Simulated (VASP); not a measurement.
# CsTlF4 (Pbcm) in VASP: further runs, part 2 of 2

VASP 6.6.1.

## 3. Electric field gradients, PBE

Input file INCAR:

```
SYSTEM = CsTlF4
PREC = Accurate
ENCUT = 520
EDIFF = 1E-8
ISMEAR = -1
SIGMA = 0.02
LREAL = Auto
LASPH = .True.
NELM = 100
ALGO = Normal
ISIF = 2
LWAVE = .False.
LCHARG = .False.
GGA = PE
LEFG = .True.
NBANDS = 118
```

Input file KPOINTS:

```
regular mesh
0
Gamma
  3 3 3
  0 0 0
```

Input file POSCAR:

```
CsTlF4
1.0
    6.5644075700      0.0000000000      0.0000000000
    0.0000000000      8.4582358200      0.0000000000
    0.0000000000      0.0000000000      8.5415860600
Cs Tl F
4 4 16
Direct
    0.4834192200      0.8022325300      0.2500000000
    0.5165807800      0.1977674700      0.7500000000
    0.5165807800      0.3022325300      0.2500000000
    0.4834192200      0.6977674700      0.7500000000
    0.0000000000      0.0000000000      0.5000000000
    0.0000000000      0.0000000000      0.0000000000
    0.0000000000      0.5000000000      0.5000000000
    0.0000000000      0.5000000000      0.0000000000
    0.7055233900      0.9324234200      0.5563337100
    0.2944766100      0.0675765800      0.0563337100
    0.2944766100      0.4324234200      0.5563337100
    0.7055233900      0.5675765800      0.0563337100
    0.9024845200      0.9798175900      0.2500000000
    0.0975154800      0.0201824100      0.7500000000
    0.0975154800      0.4798175900      0.2500000000
    0.9024845200      0.5201824100      0.7500000000
    0.8820638300      0.2500000000      0.5000000000
    0.1179361700      0.7500000000      0.0000000000
    0.1179361700      0.7500000000      0.5000000000
    0.8820638300      0.2500000000      0.0000000000
    0.7055233900      0.5675765800      0.4436662900
    0.2944766100      0.4324234200      0.9436662900
    0.2944766100      0.0675765800      0.4436662900
    0.7055233900      0.9324234200      0.9436662900
```

Potentials or basis: VASP PAW PBE potentials, release 64 (Cs_sv, Tl_d, F).

On the command line:

```bash
cat potpaw_PBE.64/Cs_sv/POTCAR potpaw_PBE.64/Tl_d/POTCAR potpaw_PBE.64/F/POTCAR > POTCAR
mpirun -np 1 vasp_std > vasp.out
```

OUTCAR:

```text
SYSTEM = CsTlF4
   PREC = Accurate
   ENCUT = 520
   EDIFF = 1E-8
   ISMEAR = -1
   LREAL = Auto
   LASPH = .True.
   NELM = 100
   ISIF = 2
   GGA = PE

 ion  position               nearest neighbor table
   1  0.483  0.802  0.250-
   2  0.517  0.198  0.750-
   3  0.517  0.302  0.250-
   4  0.483  0.698  0.750-
   5  0.000  0.000  0.500-   9 2.07  23 2.07  14 2.24  13 2.24  19 2.25  17 2.25
   6  0.000  0.000  0.000-  10 2.07  24 2.07  14 2.24  13 2.24  20 2.25  18 2.25
   7  0.000  0.500  0.500-  11 2.07  21 2.07  16 2.24  15 2.24  19 2.25  17 2.25
   8  0.000  0.500  0.000-  12 2.07  22 2.07  16 2.24  15 2.24  20 2.25  18 2.25
   9  0.706  0.932  0.556-   5 2.07
  10  0.294  0.068  0.056-   6 2.07
  11  0.294  0.432  0.556-   7 2.07
  12  0.706  0.568  0.056-   8 2.07
  13  0.902  0.980  0.250-   5 2.24   6 2.24
  14  0.098  0.020  0.750-   5 2.24   6 2.24
  15  0.098  0.480  0.250-   7 2.24   8 2.24
  16  0.902  0.520  0.750-   7 2.24   8 2.24
  17  0.882  0.250  0.500-   5 2.25   7 2.25
  18  0.118  0.750  0.000-   6 2.25   8 2.25
  19  0.118  0.750  0.500-   5 2.25   7 2.25
  20  0.882  0.250  0.000-   6 2.25   8 2.25
  21  0.706  0.568  0.444-   7 2.07
[... 1195 lines left out ...]
  ---------------------------------------------------
  free  energy   TOTEN  =       -93.9832089597 eV

  energy  without entropy=      -93.9832089597  energy(sigma->0) =      -93.98320896

 Electric field gradients (V/A^2)
---------------------------------------------------------------------
 ion       V_xx      V_yy      V_zz      V_xy      V_xz      V_yz
---------------------------------------------------------------------
   1      -4.759    17.165   -12.406    46.229     0.000    -0.000
   2      -4.759    17.165   -12.406    46.229     0.000    -0.000
   3      -4.759    17.165   -12.406   -46.229    -0.000    -0.000
   4      -4.759    17.165   -12.406   -46.229     0.000    -0.000
   5    -254.824   133.251   121.573  -104.137    79.064    28.744
   6    -254.824   133.251   121.573  -104.137   -79.064   -28.744
[... 16 lines left out ...]
  23     123.858   -60.303   -63.555    59.454   -48.910   -12.005
  24     123.858   -60.303   -63.555    59.454    48.910    12.005
---------------------------------------------------------------------

 Electric field gradients after diagonalization (V/A^2)
 (convention: |V_zz| > |V_xx| > |V_yy|)
----------------------------------------------------------------------
 ion       V_xx      V_yy      V_zz     asymmetry (V_yy - V_xx)/ V_zz
----------------------------------------------------------------------
   1     -41.308   -12.406    53.714       0.538
   2     -41.308   -12.406    53.714       0.538
   3     -41.308   -12.406    53.714       0.538
   4     -41.308   -12.406    53.714       0.538
   5     162.387   135.325  -297.712       0.091
   6     162.387   135.325  -297.712       0.091
[... 16 lines left out ...]
  23     -79.135   -73.934   153.069       0.034
  24     -79.135   -73.934   153.069       0.034
----------------------------------------------------------------------

           NMR quadrupolar parameters

 Cq : quadrupolar parameter    Cq=e*Q*V_zz/h
 eta: asymmetry parameters     (V_yy - V_xx)/ V_zz
 Q  : nuclear electric quadrupole moment in mb (millibarn)
----------------------------------------------------------------------
 ion       Cq(MHz)       eta       Q (mb)
----------------------------------------------------------------------
   1       0.130       0.538       1.000
   2       0.130       0.538       1.000
   3       0.130       0.538       1.000
   4       0.130       0.538       1.000
   5      -0.720       0.091       1.000
   6      -0.720       0.091       1.000
[... 16 lines left out ...]
  23       0.370       0.034       1.000
  24       0.370       0.034       1.000
----------------------------------------------------------------------
```

OSZICAR:

```text
N       E                     dE             d eps       ncg     rms          rms(c)
DAV:   1     0.159574470251E+04    0.15957E+04   -0.10742E+05  1888   0.158E+03
DAV:   2     0.100629623383E+02   -0.15857E+04   -0.15573E+04  2300   0.375E+02
[... 12 lines left out ...]
DAV:  15    -0.939832094819E+02   -0.21650E-05   -0.14673E-05  2056   0.148E-02    0.551E-03
DAV:  16    -0.939832090617E+02    0.42022E-06   -0.27956E-06  2048   0.689E-03    0.348E-03
DAV:  17    -0.939832089176E+02    0.14410E-06   -0.45341E-07  2080   0.308E-03    0.123E-03
DAV:  18    -0.939832089107E+02    0.68430E-08   -0.17458E-07  2088   0.154E-03    0.354E-04
DAV:  19    -0.939832089341E+02   -0.23345E-07   -0.65577E-09  1160   0.344E-04    0.252E-04
DAV:  20    -0.939832089537E+02   -0.19594E-07   -0.57423E-09  1152   0.322E-04    0.137E-04
DAV:  21    -0.939832089597E+02   -0.59808E-08   -0.11089E-09  1088   0.141E-04
   1 F= -.93983209E+02 E0= -.93983209E+02  d E =-.908131E-12
```

Wall time 9.8 min (1 thread of Intel Xeon Platinum 8488C (Sapphire Rapids), shared host); peak memory 0.62 GiB.

What came out:

* Free energy: -93.9832 eV
* Pressure: 2.9 GPa
* Largest force: 0.330 eV/Å
* Band gap on the k mesh: 2.92 eV, indirect (least direct gap 2.97 eV)

Forces on the atoms (eV/Å):
```
Cs   0.006 -0.015  0.000
Cs  -0.006  0.015  0.000
Cs  -0.006 -0.015  0.000
Cs   0.006  0.015  0.000
Tl   0.000  0.000  0.000
Tl   0.000  0.000  0.000
Tl   0.000  0.000  0.000
Tl   0.000  0.000  0.000
F   -0.309 -0.089  0.077
F    0.309  0.089  0.077
F    0.309 -0.089  0.077
F   -0.309  0.089  0.077
F   -0.138 -0.034  0.000
F    0.138  0.034  0.000
F    0.138 -0.034  0.000
F   -0.138  0.034  0.000
F   -0.177  0.000  0.000
F    0.177  0.000  0.000
F    0.177  0.000  0.000
F   -0.177  0.000  0.000
F   -0.309  0.089 -0.077
F    0.309 -0.089 -0.077
F    0.309  0.089 -0.077
F   -0.309 -0.089 -0.077
```

Electric field gradients, principal values (V/Å²):
```
atom    least   middle  greatest (by size)
1 Cs  -12.406  -41.308              53.714
2 Cs  -12.406  -41.308              53.714
3 Cs  -12.406  -41.308              53.714
4 Cs  -12.406  -41.308              53.714
5 Tl  135.325  162.387            -297.712
6 Tl  135.325  162.387            -297.712
7 Tl  135.325  162.387            -297.712
8 Tl  135.325  162.387            -297.712
 9 F  -73.934  -79.135             153.069
10 F  -73.934  -79.135             153.069
11 F  -73.934  -79.135             153.069
12 F  -73.934  -79.135             153.069
13 F  -46.646  -74.663             121.309
14 F  -46.646  -74.663             121.309
15 F  -46.646  -74.663             121.309
16 F  -46.646  -74.663             121.309
17 F  -39.829  -72.856             112.685
18 F  -39.829  -72.856             112.685
19 F  -39.829  -72.856             112.685
20 F  -39.829  -72.856             112.685
21 F  -73.934  -79.135             153.069
22 F  -73.934  -79.135             153.069
23 F  -73.934  -79.135             153.069
24 F  -73.934  -79.135             153.069
```

Caveat: without QUAD_EFG the Cq values of the log hold for a quadrupole moment of 1 mb, not for the nuclei; spin-orbit coupling is left out, which moves the levels of the heavy elements. A k mesh can miss the band edges.
